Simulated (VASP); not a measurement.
**Si: single point with PBE**

The system is Si.

```
Si
1.0
     0.00000    2.72185    2.72185
     2.72185    0.00000    2.72185
     2.72185    2.72185    0.00000
Si
2
Cartesian
  4.0828 4.0828 4.0828
  2.7219 2.7219 2.7219
```

```yaml
Program: VASP 6.6.1
Task: single point
Functional: PBE
Potentials_or_basis: VASP PAW PBE potentials, release 64 (Si)
Cutoff: 520 eV
k_mesh: 6 × 6 × 6
Occupations: gaussian, width 0.1 eV
Spin: no spin polarisation
Dipole_correction: no
Further_INCAR_settings: ALGO = Normal; EDIFF = 1e-06; NBANDS = 11
```

The pressure is 1.3 GPa. The band gap on the k mesh is 0.72 eV, indirect (least direct gap 2.56 eV).

Levels at points of the mesh, in eV from the valence-band top:
```tsv
k point	band 2	band 3	band 4	band 5	band 6	band 7
(0.00, 0.00, 0.00)	0.00	0.00	0.00	2.56	2.56	2.56
(0.50, 0.00, 0.00)	-6.93	-1.19	-1.19	1.51	3.34	3.34
(0.50, 0.50, 0.00)	-7.79	-2.83	-2.83	0.72	0.72	10.05
```

Run time: 7.1 s on 1 thread of Intel(R) Xeon(R) Platinum 8259CL CPU @ 2.50GHz (Skylake/Cascade Lake), with other jobs on the host, peak memory 0.15 GiB.

A k mesh can miss the band edges. PBE gaps usually lie below the measured ones, often by a third to a half.
